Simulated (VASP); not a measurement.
# Be (P6_3/mmc) in VASP: notebook

The runs below take Be through relaxation of cell and atoms, single point, with LDA.

Program: VASP 6.6.1. These are calculated values, not measurements. Logs are shortened: lines on timing, memory, paths and dates and some standing lists are left out, and cuts for length are marked.

### Step 1. The cell of the first run

The structure is hexagonal, space group P6_3/mmc (No. 194). Conventional cell: a = 1.859 Å, b = 1.859 Å, c = 3.012 Å, α = 90.00°, β = 90.00°, γ = 120.00°. Within 2.5 Å of Be (site symmetry -6m2) lie 12 Be at 1.85 to 1.86 Å.

### Step 2. Relaxation of cell and atoms, LDA, target pressure 160 GPa, at which the enthalpy is minimised

The input, INCAR:

```
SYSTEM = Be
PREC = Accurate ; ENCUT = 600
EDIFF = 1E-7 ; ISMEAR = -1
SIGMA = 0.05 ; LREAL = .FALSE.
LASPH = .TRUE. ; NELM = 80
ALGO = Normal ; ISIF = 3
LWAVE = .FALSE. ; LCHARG = .FALSE.
IBRION = 2 ; NSW = 60
EDIFFG = -0.005 ; PSTRESS = 1600.0
```

The input, KPOINTS:

```
regular mesh
0
G
  23 23 13
  0 0 0
```

The input, POSCAR:

```
Be
1.0
    1.8589648755      0.0000000000      0.0000000000
   -0.9294824378      1.6099108069      0.0000000000
    0.0000000000      0.0000000000      3.0115230983
Be
2
Direct
    0.3333333333      0.6666666667      0.2500000000
    0.6666666667      0.3333333333      0.7500000000
```

Potentials or basis: VASP PAW LDA potentials, release 64 (Be).

Launch:

```bash
$ cat potpaw_LDA.64/Be/POTCAR > POTCAR
$ mpirun -np 1 vasp_std > vasp.out
```

OUTCAR:

```text
SYSTEM = Be
   PREC = Accurate
   ENCUT = 600
   EDIFF = 1E-7
   ISMEAR = -1
   LREAL = .FALSE.
   LASPH = .TRUE.
   NELM = 80
   ISIF = 3
   IBRION = 2
   NSW = 60
   EDIFFG = -0.005
   PSTRESS = 1600.0

 ion  position               nearest neighbor table
   1  0.333  0.667  0.250-   2 1.85   2 1.85   2 1.85   2 1.85   2 1.85   2 1.85
   2  0.667  0.333  0.750-   1 1.85   1 1.85   1 1.85   1 1.85   1 1.85   1 1.85

  LATTYP: Found a hexagonal cell.
 ALAT       =     1.8589648755
 C/A-ratio  =     1.6200000000

  Lattice vectors:

 A1 = (   1.8589648755,   0.0000000000,   0.0000000000)
 A2 = (  -0.9294824378,   1.6099108069,   0.0000000000)
 A3 = (   0.0000000000,   0.0000000000,   3.0115230983)

Analysis of symmetry for initial positions (statically):
=====================================================================
 Subroutine PRICEL returns:
 Original cell was already a primitive cell.

 Routine SETGRP: Setting up the symmetry group for a
 hexagonal supercell.

 Subroutine GETGRP returns: Found 24 space group operations
 (whereof 12 operations were pure point group operations)
 out of a pool of 24 trial point group operations.

The static configuration has the point symmetry D_3d.
 The point group associated with its full space group is D_6h.

Analysis of symmetry for dynamics (positions and initial velocities):
=====================================================================
 Subroutine PRICEL returns:
 Original cell was already a primitive cell.

 Routine SETGRP: Setting up the symmetry group for a
 hexagonal supercell.

 Subroutine GETGRP returns: Found 24 space group operations
 (whereof 12 operations were pure point group operations)
 out of a pool of 24 trial point group operations.

The dynamic configuration has the point symmetry D_3d.
 The point group associated with its full space group is D_6h.

 Subroutine INISYM returns: Found 24 space group operations
 (whereof 12 operations are pure point group operations),
 and found     1 'primitive' translations

----------------------------------------------------------------------------------------

                                     Primitive cell

  volume of cell :       9.0128

  direct lattice vectors                    reciprocal lattice vectors
     1.858964875  0.000000000  0.000000000     0.537933779  0.310576212  0.000000000
    -0.929482438  1.609910807  0.000000000     0.000000000  0.621152424  0.000000000
     0.000000000  0.000000000  3.011523098     0.000000000  0.000000000  0.332057888

  length of vectors
     1.858964875  1.858964876  3.011523098     0.621152424  0.621152424  0.332057888

  position of ions in fractional coordinates (direct lattice)
     0.333333333  0.666666667  0.250000000
     0.666666667  0.333333333  0.750000000

  ion indices of the primitive-cell ions
   primitive index   ion index
                 1           1
                 2           2

----------------------------------------------------------------------------------------

 KPOINTS: regular mesh

Automatic generation of k-mesh.
 Grid dimensions read from file:
 generate k-points for:   23   23   13

 Generating k-lattice:

  Cartesian coordinates                     Fractional coordinates (reciprocal lattice)
     0.023388425  0.013503314  0.000000000     0.043478261 -0.000000000  0.000000000
     0.000000000  0.027006627  0.000000000     0.000000000  0.043478261  0.000000000
     0.000000000  0.000000000  0.025542914     0.000000000  0.000000000  0.076923077

  Length of vectors
     0.027006627  0.027006627  0.025542914

  Shift w.r.t. Gamma in fractional coordinates (k-lattice)
     0.000000000  0.000000000  0.000000000

 Subroutine IBZKPT returns following result:
 ===========================================

 Found    392 irreducible k-points:

 Following reciprocal coordinates:
            Coordinates               Weight
  0.000000  0.000000  0.000000      1.000000
  0.043478  0.000000  0.000000      6.000000
  0.086957  0.000000  0.000000      6.000000
  0.130435  0.000000  0.000000      6.000000
  0.173913  0.000000  0.000000      6.000000
  0.217391  0.000000  0.000000      6.000000
[... 16 lines left out ...]
  0.478261  0.043478  0.000000      6.000000
  0.086957  0.086957  0.000000      6.000000
 [... further k-points ...]
   k-points           NKPTS =    392   k-points in BZ     NKDIM =    392   number of bands    NBANDS=      6
   number of dos      NEDOS =    301   number of ions     NIONS =      2
   total plane-waves  NPLWV =   6144
   dimension x,y,z NGX =    16 NGY =   16 NGZ =   24
   dimension x,y,z NGXF=    32 NGYF=   32 NGZF=   48
   ions per type =               2
   NGX,Y,Z   is equivalent  to a cutoff of  14.31, 14.31, 13.25 a.u.
   NGXF,Y,Z  is equivalent  to a cutoff of  28.62, 28.62, 26.50 a.u.
 SYSTEM =  Be
   PREC   = accura    normal or accurate (medium, high low for compatibility)
   ISTART =      0    job   : 0-new  1-cont  2-samecut
   ICHARG =      2    charge: 1-file 2-atom 10-const
   ISPIN  =      1    spin polarized calculation?
   LNONCOLLINEAR =      F non collinear calculations
   LSORBIT =      F    spin-orbit coupling
   LASPH  =      T    aspherical Exc in radial PAW
   ENCUT  =  600.0 eV  44.10 Ry    6.64 a.u.   3.71  3.71  6.01*2*pi/ulx,y,z
   NELM   =     80;   NELMIN=  2; NELMDL= -5     # of ELM steps
   EDIFF  = 0.1E-06   stopping-criterion for ELM
   LREAL  =      F    real-space projection
   EDIFFG = -.5E-02   stopping-criterion for IOM
   NSW    =     60    number of steps for IOM
   IBRION =      2    ionic relax: 0-MD 1-quasi-New 2-CG
   NFREE  =      1    steps in history (QN), initial steepest desc. (CG)
   ISIF   =      3    stress and relaxation
   ISYM   =      2    0-nonsym 1-usesym 2-fastsym
   POTIM  = 0.5000    time-step for ionic-motion
   TEBEG  =    0.0;   TEEND  =   0.0 temperature during run
   PSTRESS= 1600.0 pullay stress
   NELECT =       4.0000    total number of electrons
   NUPDOWN=      -1.0000    fix difference up-down
   EMIN   =  10.00;   EMAX   =-10.00  energy-range for DOS
   EFERMI =   0.00;   METHOD = LEGACY
   ISMEAR =    -1;   SIGMA  =   0.05  broadening in eV -4-tet -1-fermi 0-gaus
   EFERMI_NEDOS =   21; number of points for ismear=-14 and -15
   IALGO  =     38    algorithm
   IMIX   =      4    mixing-type and parameters
     AMIX     =   0.40;   BMIX     =  1.00
     AMIX_MAG =   1.60;   BMIX_MAG =  1.00
  volume/ion in A,a.u.               =       4.51        30.41
  Fermi-wavevector in a.u.,A,eV,Ry     =   1.248749  2.359793 21.216567  1.559374
  Thomas-Fermi vector in A             =   2.382821
   LORBIT       =      0    0 simple, 1 ext, 2 COOP (PROOUT), +10 PAW based schemes
   GGA     = CA    functional components
   LHFCALC =     F    Hartree Fock is set to
   AEXX    =    0.0000 exact exchange contribution
   IVDW    =     0    specifies the selected vdW correction
   LEPSILON=     F    determine dielectric tensor
   LRPA    =     F    only Hartree local field effects (RPA)
 conjugate gradient relaxation of ions
 non-spin polarized calculation
  energy-cutoff  :      600.00
  volume of cell :        9.01
 maximum number of plane-waves:       313
 NGX is ok and might be reduce to    16
   NGX =  7   NGY =  7   NGZ = 13

--------------------------------------- Ionic step        1  -------------------------------------------

 number of electron       4.0000000 magnetization

 Free energy of the ion-electron system (eV)
  ---------------------------------------------------
  ext. energy  EPLUGINS =         0.00000000
  ---------------------------------------------------
  free energy    TOTEN  =        -6.31722254 eV

  energy without entropy =       -6.31614959  energy(sigma->0) =       -6.31668607

------------------------ aborting loop because EDIFF is reached ----------------------------------------

  FORCE on cell =-STRESS in cart. coord.  units (eV):
  Direction    XX          YY          ZZ          XY          YZ          ZX
  --------------------------------------------------------------------------------------
  -------------------------------------------------------------------------------------
  Total        9.2176143      9.2176143      8.6576068     -0.0000000     -0.0000000      0.0000000
  in kB     1638.5885499   1638.5885499   1539.0376468     -0.0000001     -0.0000000      0.0000000
  external PRESSURE =       5.4049155 kB  Pullay stress =    1600.0000000 kB

 VOLUME and BASIS-vectors are now :
 -----------------------------------------------------------------------------
  energy-cutoff  :      600.00
  volume of cell :        9.01
      direct lattice vectors                 reciprocal lattice vectors
     1.858964875  0.000000000  0.000000000     0.537933779  0.310576212  0.000000000
    -0.929482438  1.609910807  0.000000000     0.000000000  0.621152424  0.000000000
     0.000000000  0.000000000  3.011523098     0.000000000  0.000000000  0.332057888
[... 46 lines left out ...]
  FREE ENERGIE OF THE ION-ELECTRON SYSTEM (eV)
  ---------------------------------------------------
  free  energy   TOTEN  =        -6.3379079292 eV

  energy  without entropy=       -6.3370467631  energy(sigma->0) =       -6.33747735

  enthalpy is  TOTEN    =         2.6819006688 eV   P V=        9.0198085980

--------------------------------------- Ionic step        3  -------------------------------------------

 number of electron       4.0000000 magnetization

 Free energy of the ion-electron system (eV)
  ---------------------------------------------------
  ext. energy  EPLUGINS =         0.00000000
  ---------------------------------------------------
  free energy    TOTEN  =        -6.33245813 eV

  energy without entropy =       -6.33150407  energy(sigma->0) =       -6.33198110

 E-fermi :  12.0776     XC(G=0): -12.6262

 val. band max:       12.0591222253   @ k =   0.3043   0.2174   0.0000
 cond. band min:      12.1098417349   @ k =   0.3043   0.3043   0.0000
 fundamental gap:      0.0507195097
 Fermi energy:        12.0775655048

 k-point     1 :       0.0000    0.0000    0.0000
  band No.  band energies     occupation
      1      -1.8742      2.00000
      2       5.0947      2.00000
      3      15.8479      0.00000
      4      37.1250      0.00000
      5      37.1250      0.00000
      6      41.1380      0.00000

 k-point     2 :       0.0435    0.0000    0.0000
  band No.  band energies     occupation
      1      -1.8154      2.00000
      2       5.2006      2.00000
      3      15.8160      0.00000
      4      36.4206      0.00000
      5      36.4822      0.00000
      6      41.2245      0.00000
[... 181 lines left out ...]
 k-point    23 :       0.4783    0.0435    0.0000
  band No.  band energies     occupation
      1       4.9500      2.00000
      2       8.7970      2.00000
      3      17.4681      0.00000
      4      21.0772      0.00000
      5      23.5849      0.00000
      6      24.6720      0.00000

 k-point    24 :       0.0870    0.0870    0.0000
  band No.  band energies     occupation
      1      -1.1626      2.00000
      2       6.3638      2.00000
      3      15.4654      0.00000
      4      31.0663      0.00000
      5      32.8491      0.00000
      6      41.4765      0.00000

 [... further k-points ...]
[... 5 lines left out ...]
  --------------------------------------------------------------------------------------
  -------------------------------------------------------------------------------------
  Total        9.0065178      9.0065178      9.0040966     -0.0000000     -0.0000000      0.0000000
  in kB     1598.6694908   1598.6694908   1598.2397331     -0.0000001     -0.0000000      0.0000000
  external PRESSURE =      -1.4737618 kB  Pullay stress =    1600.0000000 kB

 VOLUME and BASIS-vectors are now :
 -----------------------------------------------------------------------------
  energy-cutoff  :      600.00
  volume of cell :        9.03
      direct lattice vectors                 reciprocal lattice vectors
     1.865713469 -0.000000000  0.000000000     0.535987984  0.309452807  0.000000000
    -0.932856734  1.615755260  0.000000000     0.000000000  0.618905613  0.000000000
     0.000000000 -0.000000000  2.994251539     0.000000000  0.000000000  0.333973277

 POSITION                                       TOTAL-FORCE (eV/Angst)
 -----------------------------------------------------------------------------------
     -0.00000      1.07717      0.74856        -0.000000     -0.000000      0.000000
      0.93286      0.53859      2.24569         0.000000      0.000000      0.000000
 -----------------------------------------------------------------------------------
    total drift:                                0.000000     -0.000000      0.000000

  FREE ENERGIE OF THE ION-ELECTRON SYSTEM (eV)
  ---------------------------------------------------
  free  energy   TOTEN  =        -6.3324581303 eV

  energy  without entropy=       -6.3315040665  energy(sigma->0) =       -6.33198110

  enthalpy is  TOTEN    =         2.6815554288 eV   P V=        9.0140135590

 reached required accuracy - stopping structural energy minimisation
```

It took 16 s on 1 thread of AMD EPYC 9R45 (Zen 5), shared host; peak memory 0.1 GiB.

Results:

| Property | Result |
| --- | --- |
| Free energy | -6.3325 eV |
| Relaxed volume | 4.51 Å³/atom |
| Relaxed cell | a = 1.866 Å, b = 1.866 Å, c = 2.994 Å, α = 90.00°, β = 90.00°, γ = 120.00° |
| Space group after relaxing (to 0.05 Å) | P6_3/mmc (No. 194) |
| Energy change on relaxing (the enthalpy is what falls) | -7.6 meV/atom |
| Ionic steps | 3 |
| Pressure after relaxing | 159.9 GPa |
| Band gap on the k mesh | zero (band 2 reaches 13.21 eV, above the bottom of band 3 at 11.41 eV) |

Step by step:
| step | energy change (eV) | largest force (eV/Å) | pressure (GPa) | volume (Å³) |
| --- | --- | --- | --- | --- |
| 1 | 0.0000 | 0.0000 | 160.54 | 9.01 |
| 2 | -0.0207 | 0.0000 | 159.57 | 9.03 |
| 3 | -0.0152 | 0.0000 | 159.85 | 9.03 |

Final structure:
```
Be
1.0
     1.86571    0.00000    0.00000
    -0.93286    1.61576    0.00000
     0.00000    0.00000    2.99425
Be
2
Cartesian
  0.0000 1.0772 0.7486
  0.9329 0.5386 2.2457
```

Caveat: the cell is relaxed towards a set pressure, so the enthalpy falls and the energy may rise.

### Step 3. Relaxation of cell and atoms, LDA, target pressure 160 GPa, at which the enthalpy is minimised

This run uses another cell than the first one, of 4.50 Å³/atom, 0.998 times its volume.

The input, INCAR:

```
PREC = Accurate
ENCUT = 600
EDIFF = 1E-7
ISMEAR = -1
SIGMA = 0.05
LREAL = False
LASPH = True
NELM = 80
ALGO = Normal
ISIF = 3
LWAVE = False
LCHARG = False
GGA = CA
IBRION = 2
NSW = 32
EDIFFG = -0.005
PSTRESS = 1600.0
```

The input, KPOINTS:

```
Automatic mesh
0
Gamma
  23 23 13
```

The input, POSCAR:

```
Be
1.0
    1.8634226482      0.0000000000      0.0000000000
   -0.9317113241      1.6137713513      0.0000000000
    0.0000000000      0.0000000000      2.9907640020
Be
2
Direct
    0.3333333333      0.6666666667      0.2500000000
    0.6666666667      0.3333333333      0.7500000000
```

Potentials or basis: VASP PAW LDA potentials, release 64 (Be).

Launch:

```bash
$ cat potpaw_LDA.64/Be/POTCAR > POTCAR
$ mpirun -np 1 vasp_std > vasp.out
```

Wall time 17 s (1 thread of AMD EPYC 9R45 (Zen 5), shared host); peak memory 0.1 GiB.

It converged, with:

* Free energy: -6.3302 eV
* Relaxed volume: 4.51 Å³/atom
* Relaxed cell: a = 1.866 Å, b = 1.866 Å, c = 2.994 Å, α = 90.00°, β = 90.00°, γ = 120.00°
* Space group after relaxing (to 0.05 Å): P6_3/mmc (No. 194)
* Energy change on relaxing (the enthalpy is what falls): -15.3 meV/atom
* Ionic steps: 3
* Pressure after relaxing: 160.0 GPa
* Band gap on the k mesh: zero (band 2 reaches 13.21 eV, above the bottom of band 3 at 11.41 eV)

Stress tensor (GPa, compression positive):
```
160.03   0.00   0.00
  0.00 160.03   0.00
  0.00   0.00 159.93
```

The path:
```
step  energy change (eV)  largest force (eV/Å)  pressure (GPa)  volume (Å³)
   1              0.0000                0.0000          161.94         8.99
   2             -0.0708                0.0000          157.43         9.06
   3             -0.0305                0.0000          160.00         9.02
```

Final structure:
```
CELL_PARAMETERS angstrom
1.86552 0.00000 0.00000
-0.93276 1.61558 0.00000
0.00000 0.00000 2.99413
ATOMIC_POSITIONS crystal
Be 0.33333 0.66667 0.25000
Be 0.66667 0.33333 0.75000
```

Levels at points of the mesh, in eV from the Fermi level:
| k point | band 1 | band 2 | band 3 | band 4 | band 5 | band 6 |
| --- | --- | --- | --- | --- | --- | --- |
| (0.00, 0.00, 0.00) | -13.95 | -6.99 | 3.77 | 25.05 | 25.05 | 29.07 |

Caveat: the cell is relaxed towards a set pressure, so the enthalpy falls and the energy may rise.

(Continued in part 2 of 2.)
